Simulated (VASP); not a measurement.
# CaIrN2 (R-3m) in VASP: notebook, part 2 of 2

VASP 6.6.1. The steps go on from the part before.

## Step 4: Single point, PBE+D3(BJ)

This run uses another cell than the first one, of 11.39 Å³/atom.

Input file INCAR:

```
PREC = Accurate ; ENCUT = 520
EDIFF = 1E-7 ; ISMEAR = 1
SIGMA = 0.1 ; LREAL = False
LASPH = True ; NELM = 60
ALGO = Normal ; ISIF = 2
LWAVE = False ; LCHARG = False
GGA = PE ; IVDW = 12
NBANDS = 22
```

Input file KPOINTS:

```
Automatic mesh
0
Gamma
  8 8 8
```

Input file POSCAR:

```
CaIrN2
1.0
    1.6311782735      0.9417612153      4.9433921276
   -1.6311782735      0.9417612153      4.9433921276
    0.0000000000     -1.8835224306      4.9433921276
Ca Ir N
1 1 2
Direct
    0.0000000000      0.0000000000      0.0000000000
    0.5000000000      0.5000000000      0.5000000000
    0.7684620133      0.7684620133      0.7684620133
    0.2315379867      0.2315379867      0.2315379867
```

On the command line:

```
$ cat potpaw_PBE.64/Ca_sv/POTCAR potpaw_PBE.64/Ir/POTCAR potpaw_PBE.64/N/POTCAR > POTCAR
$ mpirun -np 1 vasp_std > vasp.out
```

Run time: 4 min. Hardware: 1 thread of Oxide Virtual Turin-like, shared host; peak memory 0.25 GiB.

The run converged. Its results:

```yaml
Free_energy: -29.8062 eV
Pressure: 1.3 GPa
Largest_force: 0.058 eV/Å
Band_gap_on_the_k_mesh: zero (an odd number of electrons rules out a gap without spin polarisation)
Dispersion_energy_per_atom: -0.378 eV
```

Forces in eV/Å, atoms in the order of the input:
```
Ca   0.000  0.000  0.000
Ir   0.000  0.000  0.000
N    0.000  0.000 -0.058
N    0.000  0.000  0.058
```

Stress tensor (GPa, compression positive):
```
1.50 0.00 0.00
0.00 1.50 0.00
0.00 0.00 1.00
```

Levels at points of the mesh, in eV from the Fermi level:
| k point | band 11 | band 12 | band 13 | band 14 | band 15 | band 16 | band 17 | band 18 | band 19 | band 20 |
| --- | --- | --- | --- | --- | --- | --- | --- | --- | --- | --- |
| (0.00, 0.00, 0.00) | -2.46 | -1.31 | -1.31 | -0.93 | -0.29 | 3.03 | 3.03 | 3.94 | 5.68 | 5.77 |
| (0.50, 0.00, 0.00) | -3.28 | -2.91 | -1.49 | -1.29 | -0.76 | 2.92 | 3.47 | 4.13 | 6.82 | 7.10 |
| (0.50, 0.50, 0.00) | -2.82 | -2.31 | -1.53 | -1.34 | -1.05 | 3.12 | 3.40 | 4.67 | 6.62 | 7.19 |
| (0.50, 0.50, 0.50) | -2.31 | -2.31 | -1.97 | -1.97 | -0.24 | 3.18 | 4.54 | 4.54 | 5.11 | 5.11 |

Caveat: spin-orbit coupling is left out, which moves the levels of the heavy elements; an odd number of electrons without spin polarisation forces a metal; a magnetic or distorted state may lie lower.

## Step 5: Relaxation of cell and atoms, PBEsol

This run uses another cell than the first one, of 11.79 Å³/atom.

Input file INCAR:

```
  PREC = Accurate
  ENCUT = 600
  EDIFF = 1E-6
  ISMEAR = 1
  SIGMA = 0.1
  LREAL = False
  LASPH = True
  NELM = 60
  ALGO = Normal
  ISIF = 3
  LWAVE = False
  LCHARG = False
  GGA = PS
  IBRION = 2
  NSW = 50
  EDIFFG = -0.01
```

Input file KPOINTS:

```
regular mesh
0
Gamma
  8 8 8
```

Input file POSCAR:

```
CaIrN2
1.0
    1.6488500000      0.9519639900      5.0094002200
   -1.6488500000      0.9519639900      5.0094002200
    0.0000000000     -1.9039279800      5.0094002200
Ca Ir N
1 1 2
Direct
    0.0000000000      0.0000000000      0.0000000000
    0.5000000000      0.5000000000      0.5000000000
    0.7691190000      0.7691190000      0.7691190000
    0.2308810000      0.2308810000      0.2308810000
```

On the command line:

```
$ cat potpaw_PBE.64/Ca_sv/POTCAR potpaw_PBE.64/Ir/POTCAR potpaw_PBE.64/N/POTCAR > POTCAR
$ mpirun -np 1 vasp_std > vasp.out
```

Wall time 18 min (1 thread of Oxide Virtual Turin-like, shared host); peak memory 0.37 GiB.

The run converged. Its results:

| Item | Value |
| --- | --- |
| Free energy | -30.5775 eV |
| Relaxed volume | 11.35 Å³/atom |
| Relaxed cell | a = 5.284 Å, b = 5.284 Å, c = 5.284 Å, α = 35.93°, β = 35.93°, γ = 35.93° |
| Space group after relaxing (to 0.1 Å) | R-3m (No. 166) |
| Energy gained by relaxing | 11.3 meV/atom |
| Ionic steps | 6 |
| Pressure after relaxing | 0.0 GPa |
| Largest force after relaxing | 0.008 eV/Å |
| Band gap on the k mesh | zero (an odd number of electrons rules out a gap without spin polarisation) |

Forces in eV/Å, atoms in the order of the input:
```
Ca   0.000  0.000  0.000
Ir   0.000  0.000  0.000
N    0.000  0.000 -0.008
N    0.000  0.000  0.008
```

Stress tensor (GPa, compression positive):
```
 0.08  0.00  0.00
 0.00  0.08  0.00
 0.00  0.00 -0.03
```

Step by step:
| step | energy change (eV) | largest force (eV/Å) | pressure (GPa) | volume (Å³) |
| --- | --- | --- | --- | --- |
| 1 | 0.0000 | 0.2044 | -8.04 | 47.18 |
| 2 | 0.0557 | 0.6077 | 14.01 | 43.25 |
| 3 | -0.0439 | 0.0885 | -0.23 | 45.55 |
| 4 | -0.0439 | 0.0946 | -0.06 | 45.52 |
| 5 | -0.0449 | 0.0280 | 0.05 | 45.44 |
| 6 | -0.0450 | 0.0084 | 0.04 | 45.42 |

Final structure:
```
Ca Ir N
1.0
     1.62955    0.94082    4.93710
    -1.62955    0.94082    4.93710
     0.00000   -1.88165    4.93710
Ca Ir N
1 1 2
Cartesian
  0.0000 1.8816 9.8742
  0.0000 0.0000 7.4057
  0.0000 0.0000 11.3904
  0.0000 0.0000 3.4209
```

Levels at points of the mesh, in eV from the Fermi level:
| k point | band 11 | band 12 | band 13 | band 14 | band 15 | band 16 | band 17 | band 18 |
| --- | --- | --- | --- | --- | --- | --- | --- | --- |
| (0.00, 0.00, 0.00) | -2.51 | -1.33 | -1.33 | -0.96 | -0.28 | 3.05 | 3.05 | 3.85 |
| (0.50, 0.00, 0.00) | -3.36 | -2.94 | -1.53 | -1.33 | -0.76 | 2.82 | 3.48 | 4.17 |
| (0.50, 0.50, 0.00) | -2.89 | -2.34 | -1.53 | -1.39 | -1.10 | 3.12 | 3.43 | 4.64 |
| (0.50, 0.50, 0.50) | -2.36 | -2.36 | -1.99 | -1.99 | -0.22 | 3.03 | 4.60 | 4.60 |

Caveat: the PAW data sets were made with another functional, which shifts forces and pressure a little; spin-orbit coupling is left out, which moves the levels of the heavy elements; an odd number of electrons without spin polarisation forces a metal; a magnetic or distorted state may lie lower.

## Step 6: Relaxation of cell and atoms, PBE+D3(BJ)

This run uses another cell than the first one, of 11.79 Å³/atom.

Input file INCAR:

```
PREC     = Accurate       # precision mode
ENCUT    = 600            # plane-wave cutoff, eV
EDIFF    = 1E-6           # SCF threshold, eV
ISMEAR   = 1              # smearing method
SIGMA    = 0.1            # smearing width, eV
LREAL    = F              # projectors in reciprocal space
LASPH    = T              # aspherical terms in the spheres
NELM     = 100            # most SCF steps
ALGO     = Normal         # electronic algorithm
ISIF     = 3              # what is computed and relaxed
LWAVE    = F              # write WAVECAR
LCHARG   = F              # write CHGCAR
GGA      = PE             # functional
IVDW     = 12             # dispersion correction
IBRION   = 2              # ionic algorithm
NSW      = 50             # ionic steps
EDIFFG   = -0.01          # ionic threshold
```

Input file KPOINTS:

```
Automatic mesh
0
Gamma
  8 8 8
```

POSCAR is that of step 5.

Potentials or basis: VASP PAW PBE potentials, release 64 (Ca_sv, Ir, N).

On the command line:

```
$ cat potpaw_PBE.64/Ca_sv/POTCAR potpaw_PBE.64/Ir/POTCAR potpaw_PBE.64/N/POTCAR > POTCAR
$ mpirun -np 1 vasp_std > vasp.out
```

OUTCAR:

```text
PREC = Accurate
   ENCUT = 600
   EDIFF = 1E-6
   ISMEAR = 1
   LREAL = F
   LASPH = T
   NELM = 100
   ISIF = 3
   GGA = PE
   IVDW = 12
   IBRION = 2
   NSW = 50
   EDIFFG = -0.01
 IVDW          = 12

 ion  position               nearest neighbor table
   1  0.000  0.000  0.000-   3 2.45   4 2.45   3 2.45   3 2.45   4 2.45   4 2.45   2 3.15   2 3.15
                             2 3.15   2 3.15   2 3.15   2 3.15
   2  0.500  0.500  0.500-   4 2.13   3 2.13   4 2.13   4 2.13   3 2.13   3 2.13   1 3.15   1 3.15
                             1 3.15   1 3.15   1 3.15   1 3.15
   3  0.769  0.769  0.769-   2 2.13   2 2.13   2 2.13   1 2.45   1 2.45   1 2.45
   4  0.231  0.231  0.231-   2 2.13   2 2.13   2 2.13   1 2.45   1 2.45   1 2.45

  LATTYP: Found a trigonal (rhomboedric) cell.
 ALAT       =     5.3590141187
 COS(alpha) =     0.8106686683

  Lattice vectors:

 A1 = (   1.6488500000,   0.9519639900,   5.0094002200)
 A2 = (  -1.6488500000,   0.9519639900,   5.0094002200)
 A3 = (   0.0000000000,  -1.9039279800,   5.0094002200)

Analysis of symmetry for initial positions (statically):
=====================================================================
 Subroutine PRICEL returns:
 Original cell was already a primitive cell.

 Routine SETGRP: Setting up the symmetry group for a
 trigonal (rhombohedral) supercell.

 Subroutine GETGRP returns: Found 12 space group operations
 (whereof 12 operations were pure point group operations)
 out of a pool of 12 trial point group operations.

The static configuration has the point symmetry D_3d.

Analysis of symmetry for dynamics (positions and initial velocities):
=====================================================================
 Subroutine PRICEL returns:
 Original cell was already a primitive cell.

 Routine SETGRP: Setting up the symmetry group for a
 trigonal (rhombohedral) supercell.

 Subroutine GETGRP returns: Found 12 space group operations
 (whereof 12 operations were pure point group operations)
 out of a pool of 12 trial point group operations.

The dynamic configuration has the point symmetry D_3d.

 Subroutine INISYM returns: Found 12 space group operations
 (whereof 12 operations are pure point group operations),
[... 106 lines left out ...]
   ISIF   =      3    stress and relaxation
   ISYM   =      2    0-nonsym 1-usesym 2-fastsym
   POTIM  = 0.5000    time-step for ionic-motion
   TEBEG  =    0.0;   TEEND  =   0.0 temperature during run
   PSTRESS=    0.0 pullay stress
   NELECT =      29.0000    total number of electrons
   NUPDOWN=      -1.0000    fix difference up-down
   EMIN   =  10.00;   EMAX   =-10.00  energy-range for DOS
   EFERMI =   0.00;   METHOD = LEGACY
   ISMEAR =     1;   SIGMA  =   0.10  broadening in eV -4-tet -1-fermi 0-gaus
   EFERMI_NEDOS =   21; number of points for ismear=-14 and -15
   IALGO  =     38    algorithm
   IMIX   =      4    mixing-type and parameters
     AMIX     =   0.40;   BMIX     =  1.00
     AMIX_MAG =   1.60;   BMIX_MAG =  1.00
  volume/ion in A,a.u.               =      11.79        79.59
  Fermi-wavevector in a.u.,A,eV,Ry     =   1.391964  2.630430 26.362149  1.937563
  Thomas-Fermi vector in A             =   2.515752
   LORBIT       =      0    0 simple, 1 ext, 2 COOP (PROOUT), +10 PAW based schemes
   GGA     = PE    functional components
   LHFCALC =     F    Hartree Fock is set to
   AEXX    =    0.0000 exact exchange contribution
   IVDW    =    12    specifies the selected vdW correction
   LEPSILON=     F    determine dielectric tensor
   LRPA    =     F    only Hartree local field effects (RPA)
 conjugate gradient relaxation of ions
 non-spin polarized calculation
 Methfessel and Paxton  Order N= 1 SIGMA  =   0.10
  energy-cutoff  :      600.00
  volume of cell :       47.18
 maximum number of plane-waves:      1604
 NGX is ok and might be reduce to    48
   NGX = 21   NGY = 21   NGZ = 21

--------------------------------------- Ionic step        1  -------------------------------------------

 number of electron      29.0000001 magnetization

 Free energy of the ion-electron system (eV)
  ---------------------------------------------------
  ext. energy  EPLUGINS =         0.00000000
  ---------------------------------------------------
  free energy    TOTEN  =       -28.32667655 eV

  energy without entropy =      -28.32824589  energy(sigma->0) =      -28.32719966

------------------------ aborting loop because EDIFF is reached ----------------------------------------

 Edisp (eV)   -1.46046

 E8    (eV) :    -0.6236
[... 201 lines left out ...]
--------------------------------------- Ionic step        6  -------------------------------------------

 number of electron      29.0000000 magnetization

 Free energy of the ion-electron system (eV)
  ---------------------------------------------------
  ext. energy  EPLUGINS =         0.00000000
  ---------------------------------------------------
  free energy    TOTEN  =       -28.30601396 eV

  energy without entropy =      -28.30759724  energy(sigma->0) =      -28.30654172

 E-fermi :   7.0503     XC(G=0): -12.2771

 val. band max:        7.0488603619   @ k =  -0.2500   0.5000   0.2500
 cond. band min:       7.1033205389   @ k =   0.3750   0.3750   0.1250
 fundamental gap:      0.0544601770
 Fermi energy:         7.0502791630

 k-point     1 :       0.0000    0.0000    0.0000
  band No.  band energies     occupation
      1     -32.3189      2.00000
      2     -13.7052      2.00000
      3     -13.0944      2.00000
      4     -13.0944      2.00000
      5      -9.2154      2.00000
      6      -5.8158      2.00000
[... 481 lines left out ...]
      5      -8.2149      2.00000
      6      -6.5683      2.00000
[... 10 lines left out ...]
     17      10.0814      0.00000
     18      11.4981      0.00000

 [... further k-points ...]

------------------------ aborting loop because EDIFF is reached ----------------------------------------

 Edisp (eV)   -1.50680

 E8    (eV) :    -0.6436
[... 27 lines left out ...]
  FREE ENERGIE OF THE ION-ELECTRON SYSTEM (eV)
  ---------------------------------------------------
  free  energy   TOTEN  =       -29.8128130572 eV

  energy  without entropy=      -29.8143963396  energy(sigma->0) =      -29.81334082

 reached required accuracy - stopping structural energy minimisation
```

OSZICAR:

```text
N       E                     dE             d eps       ncg     rms          rms(c)
DAV:   1     0.296659836286E+03    0.29666E+03   -0.15916E+04  2340   0.181E+03
[... 52 lines left out ...]
   5 F= -.29812660E+02 E0= -.29813187E+02  d E =-.225001E-02
       N       E                     dE             d eps       ncg     rms          rms(c)
DAV:   1    -0.283062152245E+02    0.78577E-03   -0.73233E-02  2340   0.221E+00    0.104E-01
DAV:   2    -0.283060544689E+02    0.16076E-03   -0.14493E-03  3390   0.355E-01    0.612E-02
DAV:   3    -0.283060177721E+02    0.36697E-04   -0.16697E-04  3440   0.105E-01    0.226E-02
DAV:   4    -0.283060139236E+02    0.38486E-05   -0.34989E-05  3704   0.624E-02    0.135E-02
DAV:   5    -0.283060139598E+02   -0.36187E-07   -0.57568E-06  3154   0.264E-02
   6 F= -.29812813E+02 E0= -.29813341E+02  d E =-.240309E-02
```

CONTCAR:

```text
CaIrN2
   1.00000000000000
     1.6342444352938836    0.9435314633213249    4.9470815545005271
    -1.6342444352938836    0.9435314633213249    4.9470815545005271
     0.0000000000000000   -1.8870629266426497    4.9470815545005271
  Ca              Ir              N
     1     1     2
Direct
     0.0000000000000000    0.0000000000000000    0.0000000000000000
     0.5000000000000000    0.5000000000000000    0.5000000000000000
     0.7683716497199693    0.7683716497199693    0.7683716497199693
     0.2316283502800307    0.2316283502800307    0.2316283502800307

  0.00000000E+00  0.00000000E+00  0.00000000E+00
  0.00000000E+00  0.00000000E+00  0.00000000E+00
  0.00000000E+00  0.00000000E+00  0.00000000E+00
  0.00000000E+00  0.00000000E+00  0.00000000E+00
```

It took 18 min on 1 thread of Oxide Virtual Turin-like, shared host; peak memory 0.38 GiB.

Results:

```yaml
Free_energy: -29.8128 eV
Relaxed_volume: 11.44 Å³/atom
Relaxed_cell: a = 5.295 Å, b = 5.295 Å, c = 5.295 Å, α = 35.96°, β = 35.96°, γ = 35.96°
Space_group_after_relaxing_to_0.1_Å: R-3m (No. 166)
Energy_gained_by_relaxing: 6.4 meV/atom
Ionic_steps: 6
Pressure_after_relaxing: 0.1 GPa
Largest_force_after_relaxing: 0.006 eV/Å
Band_gap_on_the_k_mesh: zero (an odd number of electrons rules out a gap without spin polarisation)
Dispersion_energy_per_atom: -0.377 eV
```

Forces in eV/Å, atoms in the order of the input:
```
Ca   0.000  0.000  0.000
Ir   0.000  0.000  0.000
N    0.000  0.000 -0.006
N    0.000  0.000  0.006
```

The path:
```csv
step,energy change (eV),largest force (eV/Å),pressure (GPa),volume (Å³)
1,0.0000,0.0206,-5.75,47.18
2,0.0174,0.4171,8.56,44.35
3,-0.0233,0.1820,-0.05,45.93
4,-0.0233,0.1850,0.07,45.90
5,-0.0255,0.0513,0.09,45.80
6,-0.0257,0.0061,0.10,45.77
```

Final structure:
```
CELL_PARAMETERS angstrom
1.63424 0.94353 4.94708
-1.63424 0.94353 4.94708
0.00000 -1.88706 4.94708
ATOMIC_POSITIONS crystal
Ca 0.00000 0.00000 0.00000
Ir 0.50000 0.50000 0.50000
N 0.76837 0.76837 0.76837
N 0.23163 0.23163 0.23163
```

Caveat: spin-orbit coupling is left out, which moves the levels of the heavy elements; an odd number of electrons without spin polarisation forces a metal; a magnetic or distorted state may lie lower.

## Step 7: Relaxation of cell and atoms, LDA

This run uses another cell than the first one, of 11.79 Å³/atom.

Input file INCAR:

```
SYSTEM = CaIrN2
PREC = Accurate
ENCUT = 600
EDIFF = 1E-6
ISMEAR = 1
SIGMA = 0.1
LREAL = .False.
LASPH = .True.
NELM = 60
ALGO = Normal
ISIF = 3
LWAVE = .False.
LCHARG = .False.
GGA = CA
IBRION = 2
NSW = 50
EDIFFG = -0.01
```

Input file KPOINTS:

```
regular mesh
0
Gamma
  8 8 8
  0 0 0
```

POSCAR is that of step 6.

Potentials or basis: VASP PAW LDA potentials, release 64 (Ca_sv, Ir, N).

On the command line:

```
$ cat potpaw_LDA.64/Ca_sv/POTCAR potpaw_LDA.64/Ir/POTCAR potpaw_LDA.64/N/POTCAR > POTCAR
$ mpirun -np 1 vasp_std > vasp.out
```

Wall time 28 min (1 thread of Oxide Virtual Turin-like, shared host); peak memory 0.31 GiB.

It converged, with:

- Free energy: -32.4906 eV
- Relaxed volume: 11.11 Å³/atom
- Relaxed cell: a = 5.236 Å, b = 5.236 Å, c = 5.236 Å, α = 36.03°, β = 36.03°, γ = 36.03°
- Space group after relaxing (to 0.1 Å): R-3m (No. 166)
- Energy gained by relaxing: 28.3 meV/atom
- Ionic steps: 10
- Pressure after relaxing: 0.0 GPa
- Band gap on the k mesh: zero (an odd number of electrons rules out a gap without spin polarisation)

The path:
```tsv
step	energy change (eV)	largest force (eV/Å)	pressure (GPa)	volume (Å³)
1	0.0000	0.2706	-12.78	47.18
2	0.1710	1.0846	26.07	41.04
3	-0.1095	0.1730	-0.52	44.68
4	-0.1095	0.1832	-0.25	44.63
5	-0.1095	0.1935	0.04	44.58
6	-0.1130	0.0563	0.19	44.43
7	-0.1132	0.0058	0.28	44.38
8	-0.1133	0.0107	0.27	44.38
9	-0.1132	0.0142	-0.43	44.50
10	-0.1133	0.0008	-0.01	44.43
```

Final structure:
```
Ca Ir N
1.0
     1.61931    0.93491    4.89094
    -1.61931    0.93491    4.89094
     0.00000   -1.86982    4.89094
Ca Ir N
1 1 2
Direct
  0.00000 0.00000 0.00000
  0.50000 0.50000 0.50000
  0.76874 0.76874 0.76874
  0.23126 0.23126 0.23126
```

Levels at points of the mesh, in eV from the Fermi level:
| k point | band 12 | band 13 | band 14 | band 15 | band 16 | band 17 | band 18 |
| --- | --- | --- | --- | --- | --- | --- | --- |
| (0.00, 0.00, 0.00) | -1.38 | -1.38 | -0.98 | -0.25 | 3.03 | 3.03 | 4.03 |
| (0.50, 0.00, 0.00) | -3.01 | -1.55 | -1.35 | -0.74 | 2.80 | 3.60 | 4.22 |
| (0.50, 0.50, 0.00) | -2.41 | -1.55 | -1.42 | -1.12 | 3.23 | 3.44 | 4.71 |
| (0.50, 0.50, 0.50) | -2.42 | -2.07 | -2.07 | -0.17 | 2.98 | 4.66 | 4.66 |

Caveat: spin-orbit coupling is left out, which moves the levels of the heavy elements; an odd number of electrons without spin polarisation forces a metal; a magnetic or distorted state may lie lower.

## Step 8: Summary

```csv
task,level,potentials or basis,cell,cutoff (eV),gap on the mesh (eV),pressure (GPa),relaxed volume (Å³/atom),largest force (eV/Å)
single point,LDA,"VASP PAW LDA potentials, release 64 (Ca_sv, Ir, N)","a = 5.223 Å, angles 36.0°, 4 atoms, atomic positions A",520,none,2.4,-,0.11
single point,PBEsol,"VASP PAW PBE potentials, release 64 (Ca_sv, Ir, N)","a = 5.276 Å, angles 35.9°, 4 atoms, atomic positions B",520,none,1.5,-,0.07
single point,PBE+D3(BJ),"VASP PAW PBE potentials, release 64 (Ca_sv, Ir, N)","a = 5.290 Å, angles 35.9°, 4 atoms, atomic positions C",520,none,1.3,-,0.06
relaxation of cell and atoms,PBEsol,"VASP PAW PBE potentials, release 64 (Ca_sv, Ir, N)","relaxed from a = 5.359 Å, angles 35.8°, 4 atoms, atomic positions B",600,none,0.0,11.35,0.01
relaxation of cell and atoms,PBE+D3(BJ),"VASP PAW PBE potentials, release 64 (Ca_sv, Ir, N)","relaxed from a = 5.359 Å, angles 35.8°, 4 atoms, atomic positions B",600,none,0.1,11.44,0.01
relaxation of cell and atoms,LDA,"VASP PAW LDA potentials, release 64 (Ca_sv, Ir, N)","relaxed from a = 5.359 Å, angles 35.8°, 4 atoms, atomic positions B",600,none,0.0,11.11,-
```

Alike in all rows: no spin polarisation; k mesh 8 × 8 × 8; smearing methfessel-paxton 0.1 eV.

Caveats: spin-orbit coupling is left out, which moves the levels of the heavy elements; an odd number of electrons without spin polarisation forces a metal; a magnetic or distorted state may lie lower; the PAW data sets were made with another functional, which shifts forces and pressure a little (at least some runs).

Absolute energies hang on the potentials; compare differences alone.

The gap in the log of VASP goes by the Fermi energy; the results here count the filled bands.